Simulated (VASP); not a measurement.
# ZnSe (P6_3/mmc) in VASP: a series of runs

Aim: see how the results for ZnSe move with the level of theory and the settings. Levels: PBE, r2SCAN. Tasks: single point.

Everything below comes from runs of VASP 6.6.1. Logs are shortened: lines on timing, memory, paths and dates and some standing lists are left out, and cuts for length are marked.

### 1 The cell of the first run

Symmetry: P6_3/mmc, No. 194, hexagonal system. Conventional cell: a = 3.818 Å, b = 3.818 Å, c = 6.183 Å, α = 90.00°, β = 90.00°, γ = 120.00°. Zn (site symmetry -3m) has 6 Se at 2.69 Å and 2 Zn at 3.09 Å within 3.6 Å. Se (site symmetry -6m2) has 6 Zn at 2.69 Å within 3.6 Å.

### 2 Single point, PBE

INCAR

```
  PREC = Accurate
  ENCUT = 520
  EDIFF = 1E-6
  ISMEAR = -1
  SIGMA = 0.02
  LREAL = False
  LASPH = True
  NELM = 100
  ALGO = Normal
  ISIF = 2
  LWAVE = False
  LCHARG = False
  GGA = PE
  NBANDS = 26
```

KPOINTS

```
regular mesh
0
Gamma
  6 6 4
```

POSCAR

```
ZnSe
1.0
    3.8181733018      0.0000000000      0.0000000000
   -1.9090866509      3.3066350754      0.0000000000
    0.0000000000      0.0000000000      6.1828629865
Zn Se
2 2
Direct
    0.0000000000      0.0000000000      0.0000000000
    0.0000000000      0.0000000000      0.5000000000
    0.3333333333      0.6666666667      0.2500000000
    0.6666666667      0.3333333333      0.7500000000
```

Potentials or basis: VASP PAW PBE potentials, release 64 (Zn, Se).

Launch:

```bash
$ cat potpaw_PBE.64/Zn/POTCAR potpaw_PBE.64/Se/POTCAR > POTCAR
$ mpirun -np 1 vasp_std > vasp.out
```

OUTCAR:

```text
PREC = Accurate
   ENCUT = 520
   EDIFF = 1E-6
   ISMEAR = -1
   LREAL = False
   LASPH = True
   NELM = 100
   ISIF = 2
   GGA = PE

 ion  position               nearest neighbor table
   1  0.000  0.000  0.000-   3 2.69   4 2.69   3 2.69   4 2.69   4 2.69   3 2.69
   2  0.000  0.000  0.500-   3 2.69   4 2.69   3 2.69   4 2.69   4 2.69   3 2.69
   3  0.333  0.667  0.250-   1 2.69   2 2.69   1 2.69   2 2.69   1 2.69   2 2.69
   4  0.667  0.333  0.750-   1 2.69   2 2.69   1 2.69   2 2.69   1 2.69   2 2.69

  LATTYP: Found a hexagonal cell.
 ALAT       =     3.8181733018
 C/A-ratio  =     1.6193248702

  Lattice vectors:

 A1 = (   3.8181733018,   0.0000000000,   0.0000000000)
 A2 = (  -1.9090866509,   3.3066350754,   0.0000000000)
 A3 = (   0.0000000000,   0.0000000000,   6.1828629865)

Analysis of symmetry for initial positions (statically):
=====================================================================
 Subroutine PRICEL returns:
 Original cell was already a primitive cell.

 Routine SETGRP: Setting up the symmetry group for a
 hexagonal supercell.

 Subroutine GETGRP returns: Found 24 space group operations
 (whereof 12 operations were pure point group operations)
 out of a pool of 24 trial point group operations.

The static configuration has the point symmetry D_3d.
 The point group associated with its full space group is D_6h.

Analysis of symmetry for dynamics (positions and initial velocities):
=====================================================================
 Subroutine PRICEL returns:
 Original cell was already a primitive cell.

 Routine SETGRP: Setting up the symmetry group for a
 hexagonal supercell.

 Subroutine GETGRP returns: Found 24 space group operations
 (whereof 12 operations were pure point group operations)
 out of a pool of 24 trial point group operations.

The dynamic configuration has the point symmetry D_3d.
 The point group associated with its full space group is D_6h.

 Subroutine INISYM returns: Found 24 space group operations
 (whereof 12 operations are pure point group operations),
 and found     1 'primitive' translations

----------------------------------------------------------------------------------------

                                     Primitive cell

  volume of cell :      78.0605

  direct lattice vectors                    reciprocal lattice vectors
     3.818173302  0.000000000  0.000000000     0.261905346  0.151211122  0.000000000
    -1.909086651  3.306635075  0.000000000     0.000000000  0.302422244  0.000000000
     0.000000000  0.000000000  6.182862986     0.000000000  0.000000000  0.161737370

  length of vectors
     3.818173302  3.818173302  6.182862986     0.302422244  0.302422244  0.161737370

  position of ions in fractional coordinates (direct lattice)
     0.000000000  0.000000000  0.000000000
     0.000000000  0.000000000  0.500000000
     0.333333333  0.666666667  0.250000000
     0.666666667  0.333333333  0.750000000

  ion indices of the primitive-cell ions
   primitive index   ion index
                 1           1
                 2           2
                 3           3
                 4           4

----------------------------------------------------------------------------------------

 KPOINTS: regular mesh

Automatic generation of k-mesh.
 Grid dimensions read from file:
 generate k-points for:    6    6    4

 Generating k-lattice:

  Cartesian coordinates                     Fractional coordinates (reciprocal lattice)
     0.043650891  0.025201854  0.000000000     0.166666667  0.000000000  0.000000000
     0.000000000  0.050403707  0.000000000     0.000000000  0.166666667  0.000000000
     0.000000000  0.000000000  0.040434343     0.000000000  0.000000000  0.250000000

  Length of vectors
     0.050403707  0.050403707  0.040434343

  Shift w.r.t. Gamma in fractional coordinates (k-lattice)
     0.000000000  0.000000000  0.000000000

 Subroutine IBZKPT returns following result:
 ===========================================

 Found     21 irreducible k-points:

 Following reciprocal coordinates:
            Coordinates               Weight
  0.000000  0.000000  0.000000      1.000000
  0.166667 -0.000000  0.000000      6.000000
  0.333333  0.000000  0.000000      6.000000
  0.500000  0.000000  0.000000      3.000000
  0.166667  0.166667  0.000000      6.000000
  0.333333  0.166667  0.000000     12.000000
[... 13 lines left out ...]
  0.333333  0.166667  0.500000     12.000000
  0.333333  0.333333  0.500000      2.000000
   k-points           NKPTS =     21   k-points in BZ     NKDIM =     21   number of bands    NBANDS=     26
   number of dos      NEDOS =    301   number of ions     NIONS =      4
   total plane-waves  NPLWV =  37632
   dimension x,y,z NGX =    28 NGY =   28 NGZ =   48
   dimension x,y,z NGXF=    56 NGYF=   56 NGZF=   96
   ions per type =               2   2
   NGX,Y,Z   is equivalent  to a cutoff of  12.19, 12.19, 12.91 a.u.
   NGXF,Y,Z  is equivalent  to a cutoff of  24.38, 24.38, 25.81 a.u.
 SYSTEM =  unknown system
   PREC   = accura    normal or accurate (medium, high low for compatibility)
   ISTART =      0    job   : 0-new  1-cont  2-samecut
   ICHARG =      2    charge: 1-file 2-atom 10-const
   ISPIN  =      1    spin polarized calculation?
   LNONCOLLINEAR =      F non collinear calculations
   LSORBIT =      F    spin-orbit coupling
   LASPH  =      T    aspherical Exc in radial PAW
   ENCUT  =  520.0 eV  38.22 Ry    6.18 a.u.   7.10  7.10 11.50*2*pi/ulx,y,z
   NELM   =    100;   NELMIN=  2; NELMDL= -5     # of ELM steps
   EDIFF  = 0.1E-05   stopping-criterion for ELM
   LREAL  =      F    real-space projection
   EDIFFG = 0.1E-04   stopping-criterion for IOM
   NSW    =      0    number of steps for IOM
   IBRION =     -1    ionic relax: 0-MD 1-quasi-New 2-CG
   NFREE  =      0    steps in history (QN), initial steepest desc. (CG)
   ISIF   =      2    stress and relaxation
   ISYM   =      2    0-nonsym 1-usesym 2-fastsym
   POTIM  = 0.5000    time-step for ionic-motion
   TEBEG  =    0.0;   TEEND  =   0.0 temperature during run
   PSTRESS=    0.0 pullay stress
   NELECT =      36.0000    total number of electrons
   NUPDOWN=      -1.0000    fix difference up-down
   EMIN   =  10.00;   EMAX   =-10.00  energy-range for DOS
   EFERMI =   0.00;   METHOD = LEGACY
   ISMEAR =    -1;   SIGMA  =   0.02  broadening in eV -4-tet -1-fermi 0-gaus
   EFERMI_NEDOS =   21; number of points for ismear=-14 and -15
   IALGO  =     38    algorithm
   IMIX   =      4    mixing-type and parameters
     AMIX     =   0.40;   BMIX     =  1.00
     AMIX_MAG =   1.60;   BMIX_MAG =  1.00
  volume/ion in A,a.u.               =      19.52       131.69
  Fermi-wavevector in a.u.,A,eV,Ry     =   1.264829  2.390180 21.766498  1.599792
  Thomas-Fermi vector in A             =   2.398114
   LORBIT       =      0    0 simple, 1 ext, 2 COOP (PROOUT), +10 PAW based schemes
   GGA     = PE    functional components
   LHFCALC =     F    Hartree Fock is set to
   AEXX    =    0.0000 exact exchange contribution
   IVDW    =     0    specifies the selected vdW correction
   LEPSILON=     F    determine dielectric tensor
   LRPA    =     F    only Hartree local field effects (RPA)
 non-spin polarized calculation
  energy-cutoff  :      520.00
  volume of cell :       78.06
 maximum number of plane-waves:      2127
   NGX = 15   NGY = 15   NGZ = 23

 number of electron      35.9999996 magnetization

 Free energy of the ion-electron system (eV)
  ---------------------------------------------------
  ext. energy  EPLUGINS =         0.00000000
  ---------------------------------------------------
  free energy    TOTEN  =       -10.77997309 eV

  energy without entropy =      -10.77881247  energy(sigma->0) =      -10.77939278

 E-fermi :   3.0629     XC(G=0): -10.3414

 val. band max:        3.0479146833   @ k =   0.1667  -0.0000   0.0000
 cond. band min:       3.3580421630   @ k =   0.0000   0.0000   0.0000
 fundamental gap:      0.3101274797
 Fermi energy:         3.0629245770

 k-point     1 :       0.0000    0.0000    0.0000
  band No.  band energies     occupation
      1     -10.7150      2.00000
      2      -9.3545      2.00000
      3      -3.9877      2.00000
      4      -3.8314      2.00000
      5      -3.8314      2.00000
      6      -3.7700      2.00000
[... 18 lines left out ...]
     25      10.5978      0.00000
     26      11.0891      0.00000

 k-point     2 :       0.1667   -0.0000    0.0000
  band No.  band energies     occupation
      1     -10.4782      2.00000
      2      -9.2730      2.00000
      3      -3.8222      2.00000
      4      -3.8047      2.00000
      5      -3.7758      2.00000
      6      -3.7345      2.00000
[... 18 lines left out ...]
     25      10.4767      0.00000
     26      11.1255      0.00000

 k-point     3 :       0.3333    0.0000    0.0000
  band No.  band energies     occupation
      1      -9.8795      2.00000
      2      -9.1417      2.00000
      3      -3.8833      2.00000
      4      -3.8311      2.00000
      5      -3.7456      2.00000
      6      -3.6844      2.00000
[... 18 lines left out ...]
     25      11.3676      0.00000
     26      12.2564      0.00000

 k-point     4 :       0.5000    0.0000    0.0000
  band No.  band energies     occupation
      1      -9.3753      2.00000
      2      -9.2117      2.00000
      3      -4.1412      2.00000
      4      -3.8456      2.00000
      5      -3.7923      2.00000
      6      -3.7086      2.00000
[... 18 lines left out ...]
     25      11.5204      0.00000
     26      13.8760      0.00000

 k-point     5 :       0.1667    0.1667    0.0000
  band No.  band energies     occupation
      1     -10.0577      2.00000
      2      -9.1608      2.00000
      3      -3.8720      2.00000
      4      -3.7669      2.00000
      5      -3.6531      2.00000
      6      -3.6423      2.00000
[... 18 lines left out ...]
     25      11.7185      0.00000
     26      12.2118      0.00000

 k-point     6 :       0.3333    0.1667    0.0000
  band No.  band energies     occupation
      1      -9.4700      2.00000
      2      -9.1171      2.00000
      3      -4.0255      2.00000
      4      -3.8093      2.00000
      5      -3.7284      2.00000
      6      -3.7063      2.00000
[... 340 lines left out ...]
 k-point    18 :       0.5000    0.0000    0.5000
  band No.  band energies     occupation
      1      -9.2817      2.00000
      2      -9.2817      2.00000
      3      -3.7452      2.00000
      4      -3.7452      2.00000
      5      -3.6679      2.00000
      6      -3.6679      2.00000
[... 18 lines left out ...]
     25      11.2248      0.00000
     26      11.2248      0.00000

 k-point    19 :       0.1667    0.1667    0.5000
  band No.  band energies     occupation
      1      -9.6463      2.00000
      2      -9.6463      2.00000
      3      -3.7753      2.00000
      4      -3.7753      2.00000
      5      -3.6944      2.00000
      6      -3.6944      2.00000
[... 18 lines left out ...]
     25      11.4722      0.00000
     26      11.4722      0.00000

 k-point    20 :       0.3333    0.1667    0.5000
  band No.  band energies     occupation
      1      -9.2897      2.00000
      2      -9.2897      2.00000
      3      -3.7464      2.00000
      4      -3.7464      2.00000
      5      -3.6923      2.00000
      6      -3.6923      2.00000
[... 18 lines left out ...]
     25      12.5442      0.00000
     26      12.5442      0.00000

 k-point    21 :       0.3333    0.3333    0.5000
  band No.  band energies     occupation
      1      -9.1644      2.00000
      2      -9.1644      2.00000
      3      -3.7866      2.00000
      4      -3.7866      2.00000
      5      -3.6094      2.00000
      6      -3.6094      2.00000
[... 18 lines left out ...]
     25      12.4616      0.00000
     26      12.4616      0.00000

------------------------ aborting loop because EDIFF is reached ----------------------------------------

  FORCE on cell =-STRESS in cart. coord.  units (eV):
  Direction    XX          YY          ZZ          XY          YZ          ZX
  --------------------------------------------------------------------------------------
  -------------------------------------------------------------------------------------
  Total        0.1066466      0.1066466      0.0795485      0.0000000      0.0000000     -0.0000000
  in kB        2.1889017      2.1889017      1.6327168      0.0000000      0.0000000     -0.0000000
  external PRESSURE =       2.0035067 kB  Pullay stress =       0.0000000 kB

 VOLUME and BASIS-vectors are now :
 -----------------------------------------------------------------------------
  energy-cutoff  :      520.00
  volume of cell :       78.06
      direct lattice vectors                 reciprocal lattice vectors
     3.818173302  0.000000000  0.000000000     0.261905346  0.151211122  0.000000000
    -1.909086651  3.306635075  0.000000000     0.000000000  0.302422244  0.000000000
     0.000000000  0.000000000  6.182862986     0.000000000  0.000000000  0.161737370

 POSITION                                       TOTAL-FORCE (eV/Angst)
 -----------------------------------------------------------------------------------
      0.00000      0.00000      0.00000        -0.000000      0.000000     -0.000000
      0.00000      0.00000      3.09143        -0.000000      0.000000     -0.000000
     -0.00000      2.20442      1.54572         0.000000      0.000000      0.000000
      1.90909      1.10221      4.63715        -0.000000     -0.000000      0.000000
 -----------------------------------------------------------------------------------
    total drift:                               -0.000000     -0.000000      0.000000

  FREE ENERGIE OF THE ION-ELECTRON SYSTEM (eV)
  ---------------------------------------------------
  free  energy   TOTEN  =       -10.7799730889 eV

  energy  without entropy=      -10.7788124745  energy(sigma->0) =      -10.77939278
```

It took 30 s on 1 thread of Intel Xeon Platinum 8259CL at 2.50GHz (Skylake/Cascade Lake), shared host; peak memory 0.2 GiB.

Results:

| Quantity | Value |
| --- | --- |
| Free energy | -10.7800 eV |
| Pressure | 0.2 GPa |
| Band gap on the k mesh | zero (band 18 reaches 3.05 eV, above the bottom of band 19 at 2.64 eV) |

Levels at points of the mesh, in eV from the Fermi level:
| k point | band 14 | band 15 | band 16 | band 17 | band 18 | band 19 | band 20 | band 21 | band 22 | band 23 |
| --- | --- | --- | --- | --- | --- | --- | --- | --- | --- | --- |
| (0.00, 0.00, 0.00) | -0.63 | -0.63 | -0.39 | -0.19 | -0.19 | 0.30 | 2.94 | 6.02 | 6.02 | 7.16 |
| (0.50, 0.00, 0.00) | -4.32 | -3.55 | -2.47 | -2.31 | -0.16 | 1.96 | 2.78 | 3.41 | 4.96 | 7.37 |
| (0.00, 0.00, 0.50) | -3.89 | -0.37 | -0.37 | -0.37 | -0.37 | 2.71 | 2.71 | 6.05 | 6.05 | 6.05 |
| (0.50, 0.00, 0.50) | -5.49 | -1.59 | -1.59 | -1.51 | -1.51 | 1.45 | 1.45 | 5.03 | 5.03 | 7.64 |

(Part 1 of 3 ends here.)
